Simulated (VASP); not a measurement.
# Cd (Fd-3m) in VASP: relaxation of cell and atoms with PBE

Aim: the relaxation of cell and atoms of Cd with PBE.

Everything below comes from runs of VASP 6.6.1. Logs are shortened: lines on timing, memory, paths and dates and some standing lists are left out, and cuts for length are marked.

**1. The cell of the first run**

The structure is cubic, space group Fd-3m (No. 227). Conventional cell: a = 6.155 Å, b = 6.155 Å, c = 6.155 Å, α = 90.00°, β = 90.00°, γ = 90.00°. Within 3.5 Å of Cd (site symmetry -43m) lie 4 Cd at 2.66 Å.

This isn't the form of Cd at room conditions, which is hcp.

**2. Relaxation of cell and atoms, PBE**

Input file INCAR:

```
PREC = Accurate
ENCUT = 630
EDIFF = 1E-7
ISMEAR = -1
SIGMA = 0.1
LREAL = False
LASPH = True
NELM = 120
ALGO = Normal
ISIF = 3
LWAVE = False
LCHARG = False
GGA = PE
IBRION = 2
NSW = 80
EDIFFG = -0.01
GGA_COMPAT = False
NELMIN = 4
```

Input file KPOINTS:

```
regular mesh
0
Gamma
  9 9 9
```

Input file POSCAR:

```
Cd
1.0
    0.0000000000      3.0772608027      3.0772608027
    3.0772608027      0.0000000000      3.0772608027
    3.0772608027      3.0772608027      0.0000000000
Cd
2
Direct
    0.1250000000      0.1250000000      0.1250000000
    0.8750000000      0.8750000000      0.8750000000
```

Potentials or basis: VASP PAW PBE potentials, release 64 (Cd_sv_GW).

Started as:

```console
$ cat potpaw_PBE.64/Cd_sv_GW/POTCAR > POTCAR
$ mpirun -np 1 vasp_std > vasp.out
```

OUTCAR:

```text
PREC = Accurate
   ENCUT = 630
   EDIFF = 1E-7
   ISMEAR = -1
   LREAL = False
   LASPH = True
   NELM = 120
   ISIF = 3
   GGA = PE
   IBRION = 2
   NSW = 80
   EDIFFG = -0.01
   NELMIN = 4

 ion  position               nearest neighbor table
   1  0.125  0.125  0.125-   2 2.66   2 2.66   2 2.66   2 2.66
   2  0.875  0.875  0.875-   1 2.66   1 2.66   1 2.66   1 2.66

  LATTYP: Found a face centered cubic cell.
 ALAT       =     6.1545216054

  Lattice vectors:

 A1 = (   0.0000000000,   3.0772608027,   3.0772608027)
 A2 = (   3.0772608027,   0.0000000000,   3.0772608027)
 A3 = (   3.0772608027,   3.0772608027,   0.0000000000)

Analysis of symmetry for initial positions (statically):
=====================================================================
 Subroutine PRICEL returns:
 Original cell was already a primitive cell.

 Routine SETGRP: Setting up the symmetry group for a
 face centered cubic supercell.

 Subroutine GETGRP returns: Found 48 space group operations
 (whereof 12 operations were pure point group operations)
 out of a pool of 48 trial point group operations.

The static configuration has the point symmetry D_3d.
 The point group associated with its full space group is O_h .

Analysis of symmetry for dynamics (positions and initial velocities):
=====================================================================
 Subroutine PRICEL returns:
 Original cell was already a primitive cell.

 Routine SETGRP: Setting up the symmetry group for a
 face centered cubic supercell.

 Subroutine GETGRP returns: Found 48 space group operations
 (whereof 12 operations were pure point group operations)
 out of a pool of 48 trial point group operations.

The dynamic configuration has the point symmetry D_3d.
 The point group associated with its full space group is O_h .

 Subroutine INISYM returns: Found 48 space group operations
 (whereof 12 operations are pure point group operations),
 and found     1 'primitive' translations

----------------------------------------------------------------------------------------

                                     Primitive cell

  volume of cell :      58.2805

  direct lattice vectors                    reciprocal lattice vectors
     0.000000000  3.077260803  3.077260803    -0.162482166  0.162482166  0.162482166
     3.077260803  0.000000000  3.077260803     0.162482166 -0.162482166  0.162482166
     3.077260803  3.077260803  0.000000000     0.162482166  0.162482166 -0.162482166

  length of vectors
     4.351903962  4.351903962  4.351903962     0.281427367  0.281427367  0.281427367

  position of ions in fractional coordinates (direct lattice)
     0.125000000  0.125000000  0.125000000
     0.875000000  0.875000000  0.875000000

  ion indices of the primitive-cell ions
   primitive index   ion index
                 1           1
                 2           2

----------------------------------------------------------------------------------------

 KPOINTS: regular mesh

Automatic generation of k-mesh.
 Grid dimensions read from file:
 generate k-points for:    9    9    9

 Generating k-lattice:

  Cartesian coordinates                     Fractional coordinates (reciprocal lattice)
    -0.018053574  0.018053574  0.018053574     0.111111111  0.000000000  0.000000000
     0.018053574 -0.018053574  0.018053574     0.000000000  0.111111111  0.000000000
     0.018053574  0.018053574 -0.018053574     0.000000000  0.000000000  0.111111111

  Length of vectors
     0.031269707  0.031269707  0.031269707

  Shift w.r.t. Gamma in fractional coordinates (k-lattice)
     0.000000000  0.000000000  0.000000000

 Subroutine IBZKPT returns following result:
 ===========================================

 Found     35 irreducible k-points:

 Following reciprocal coordinates:
            Coordinates               Weight
  0.000000  0.000000  0.000000      1.000000
  0.111111  0.000000  0.000000      8.000000
  0.222222  0.000000  0.000000      8.000000
  0.333333  0.000000  0.000000      8.000000
  0.444444  0.000000  0.000000      8.000000
  0.111111  0.111111  0.000000      6.000000
[... 16 lines left out ...]
 -0.333333  0.333333  0.000000     12.000000
  0.444444  0.444444  0.000000      6.000000
 [... further k-points ...]
   k-points           NKPTS =     35   k-points in BZ     NKDIM =     35   number of bands    NBANDS=     24
   number of dos      NEDOS =    301   number of ions     NIONS =      2
   total plane-waves  NPLWV =  46656
   dimension x,y,z NGX =    36 NGY =   36 NGZ =   36
   dimension x,y,z NGXF=    72 NGYF=   72 NGZF=   72
   ions per type =               2
   NGX,Y,Z   is equivalent  to a cutoff of  13.75, 13.75, 13.75 a.u.
   NGXF,Y,Z  is equivalent  to a cutoff of  27.50, 27.50, 27.50 a.u.
 SYSTEM =  unknown system
   PREC   = accura    normal or accurate (medium, high low for compatibility)
   ISTART =      0    job   : 0-new  1-cont  2-samecut
   ICHARG =      2    charge: 1-file 2-atom 10-const
   ISPIN  =      1    spin polarized calculation?
   LNONCOLLINEAR =      F non collinear calculations
   LSORBIT =      F    spin-orbit coupling
   LASPH  =      T    aspherical Exc in radial PAW
   ENCUT  =  630.0 eV  46.30 Ry    6.80 a.u.   8.91  8.91  8.91*2*pi/ulx,y,z
   NELM   =    120;   NELMIN=  4; NELMDL= -5     # of ELM steps
   EDIFF  = 0.1E-06   stopping-criterion for ELM
   LREAL  =      F    real-space projection
   EDIFFG = -.1E-01   stopping-criterion for IOM
   NSW    =     80    number of steps for IOM
   IBRION =      2    ionic relax: 0-MD 1-quasi-New 2-CG
   NFREE  =      1    steps in history (QN), initial steepest desc. (CG)
   ISIF   =      3    stress and relaxation
   ISYM   =      2    0-nonsym 1-usesym 2-fastsym
   POTIM  = 0.5000    time-step for ionic-motion
   TEBEG  =    0.0;   TEEND  =   0.0 temperature during run
   PSTRESS=    0.0 pullay stress
   NELECT =      40.0000    total number of electrons
   NUPDOWN=      -1.0000    fix difference up-down
   EMIN   =  10.00;   EMAX   =-10.00  energy-range for DOS
   EFERMI =   0.00;   METHOD = LEGACY
   ISMEAR =    -1;   SIGMA  =   0.10  broadening in eV -4-tet -1-fermi 0-gaus
   EFERMI_NEDOS =   21; number of points for ismear=-14 and -15
   IALGO  =     38    algorithm
   IMIX   =      4    mixing-type and parameters
     AMIX     =   0.40;   BMIX     =  1.00
     AMIX_MAG =   1.60;   BMIX_MAG =  1.00
  volume/ion in A,a.u.               =      29.14       196.65
  Fermi-wavevector in a.u.,A,eV,Ry     =   1.444066  2.728890 28.372610  2.085328
  Thomas-Fermi vector in A             =   2.562403
   LORBIT       =      0    0 simple, 1 ext, 2 COOP (PROOUT), +10 PAW based schemes
   GGA     = PE    functional components
   LHFCALC =     F    Hartree Fock is set to
   AEXX    =    0.0000 exact exchange contribution
   IVDW    =     0    specifies the selected vdW correction
   LEPSILON=     F    determine dielectric tensor
   LRPA    =     F    only Hartree local field effects (RPA)
 conjugate gradient relaxation of ions
 non-spin polarized calculation
  energy-cutoff  :      630.00
  volume of cell :       58.28
 maximum number of plane-waves:      2121
   NGX = 17   NGY = 17   NGZ = 17

--------------------------------------- Ionic step        1  -------------------------------------------

 number of electron      40.0000012 magnetization

 Free energy of the ion-electron system (eV)
  ---------------------------------------------------
  ext. energy  EPLUGINS =         0.00000000
  ---------------------------------------------------
  free energy    TOTEN  =        -0.65871943 eV

  energy without entropy =       -0.63368759  energy(sigma->0) =       -0.64620351

------------------------ aborting loop because EDIFF is reached ----------------------------------------

  FORCE on cell =-STRESS in cart. coord.  units (eV):
  Direction    XX          YY          ZZ          XY          YZ          ZX
  --------------------------------------------------------------------------------------
  -------------------------------------------------------------------------------------
  Total        2.7488420      2.7488420      2.7488420     -0.0000000      0.0000000     -0.0000000
  in kB       75.5679171     75.5679171     75.5679171     -0.0000000      0.0000000     -0.0000000
  external PRESSURE =      75.5679171 kB  Pullay stress =       0.0000000 kB

 VOLUME and BASIS-vectors are now :
 -----------------------------------------------------------------------------
  energy-cutoff  :      630.00
  volume of cell :       58.28
      direct lattice vectors                 reciprocal lattice vectors
     0.000000000  3.077260803  3.077260803    -0.162482166  0.162482166  0.162482166
     3.077260803  0.000000000  3.077260803     0.162482166 -0.162482166  0.162482166
     3.077260803  3.077260803  0.000000000     0.162482166  0.162482166 -0.162482166
[... 37 lines left out ...]
 POSITION                                       TOTAL-FORCE (eV/Angst)
 -----------------------------------------------------------------------------------
      0.82033      0.82033      0.82033        -0.000000     -0.000000     -0.000000
      5.74228      5.74228      5.74228         0.000000      0.000000      0.000000
 -----------------------------------------------------------------------------------
    total drift:                                0.000000      0.000000      0.000000

  FREE ENERGIE OF THE ION-ELECTRON SYSTEM (eV)
  ---------------------------------------------------
  free  energy   TOTEN  =        -0.8922538080 eV

  energy  without entropy=       -0.8564573369  energy(sigma->0) =       -0.87435557

--------------------------------------- Ionic step        3  -------------------------------------------

 number of electron      39.9999990 magnetization

 Free energy of the ion-electron system (eV)
  ---------------------------------------------------
  ext. energy  EPLUGINS =         0.00000000
  ---------------------------------------------------
  free energy    TOTEN  =        -0.89278972 eV

  energy without entropy =       -0.85798766  energy(sigma->0) =       -0.87538869

 E-fermi :   2.5131     XC(G=0):  -8.5700

 val. band max:        2.4827205380   @ k =  -0.2222   0.3333   0.1111
 cond. band min:       2.6275117431   @ k =   0.3333   0.2222   0.0000
 fundamental gap:      0.1447912051
 Fermi energy:         2.5131302300

 k-point     1 :       0.0000    0.0000    0.0000
  band No.  band energies     occupation
      1    -100.4007      2.00000
      2    -100.3917      2.00000
      3     -61.4602      2.00000
      4     -61.4602      2.00000
      5     -61.4602      2.00000
      6     -61.4232      2.00000
[... 16 lines left out ...]
     23       7.8391      0.00000
     24       8.2275      0.00000
[... 598 lines left out ...]
      2    -100.3954      2.00000
      3     -61.4655      2.00000
      4     -61.4655      2.00000
      5     -61.4452      2.00000
      6     -61.4385      2.00000
[... 16 lines left out ...]
     23       6.2582      0.00000
     24       6.5232      0.00000

 [... further k-points ...]

------------------------ aborting loop because EDIFF is reached ----------------------------------------

  FORCE on cell =-STRESS in cart. coord.  units (eV):
  Direction    XX          YY          ZZ          XY          YZ          ZX
  --------------------------------------------------------------------------------------
  -------------------------------------------------------------------------------------
  Total        0.0085262      0.0085262      0.0085262     -0.0000000     -0.0000000      0.0000000
  in kB        0.1953419      0.1953419      0.1953419     -0.0000000     -0.0000000      0.0000000
  external PRESSURE =       0.1953419 kB  Pullay stress =       0.0000000 kB

 VOLUME and BASIS-vectors are now :
 -----------------------------------------------------------------------------
  energy-cutoff  :      630.00
  volume of cell :       69.93
      direct lattice vectors                 reciprocal lattice vectors
    -0.000000000  3.269999600  3.269999600    -0.152905217  0.152905217  0.152905217
     3.269999600  0.000000000  3.269999600     0.152905217 -0.152905217  0.152905217
     3.269999600  3.269999600 -0.000000000     0.152905217  0.152905217 -0.152905217

 POSITION                                       TOTAL-FORCE (eV/Angst)
 -----------------------------------------------------------------------------------
      0.81750      0.81750      0.81750         0.000000      0.000000      0.000000
      5.72250      5.72250      5.72250        -0.000000     -0.000000     -0.000000
 -----------------------------------------------------------------------------------
    total drift:                                0.000000      0.000000      0.000000

  FREE ENERGIE OF THE ION-ELECTRON SYSTEM (eV)
  ---------------------------------------------------
  free  energy   TOTEN  =        -0.8927897240 eV

  energy  without entropy=       -0.8579876623  energy(sigma->0) =       -0.87538869

 reached required accuracy - stopping structural energy minimisation
```

Wall time 3.2 min (1 thread of Intel Xeon Platinum 8259CL at 2.50GHz (Skylake/Cascade Lake), shared host); peak memory 0.25 GiB.

Results:

```yaml
Free_energy: -0.8928 eV
Relaxed_volume: 34.97 Å³/atom
Relaxed_cell: a = 4.624 Å, b = 4.624 Å, c = 4.624 Å, α = 60.00°, β = 60.00°, γ = 60.00°
Space_group_after_relaxing_to_0.1_Å: Fd-3m (No. 227)
Energy_gained_by_relaxing: 117.0 meV/atom
Ionic_steps: 3
Pressure_after_relaxing: 0.0 GPa
Band_gap_on_the_k_mesh: zero (bands 20 and 21 overlap by 5.00 eV)
```

Step by step:
| step | energy change (eV) | largest force (eV/Å) | pressure (GPa) | volume (Å³) |
| --- | --- | --- | --- | --- |
| 1 | 0.0000 | 0.0000 | 7.56 | 58.28 |
| 2 | -0.2335 | 0.0000 | -0.26 | 70.66 |
| 3 | -0.2341 | 0.0000 | 0.02 | 69.93 |

Final structure:
```
CELL_PARAMETERS angstrom
0.00000 3.27000 3.27000
3.27000 0.00000 3.27000
3.27000 3.27000 0.00000
ATOMIC_POSITIONS crystal
Cd 0.12500 0.12500 0.12500
Cd 0.87500 0.87500 0.87500
```

Caveat: the volume moved by over 15 % at a fixed basis, so the end points are rough.

The gap in the log of VASP goes by the Fermi energy; the results here count the filled bands.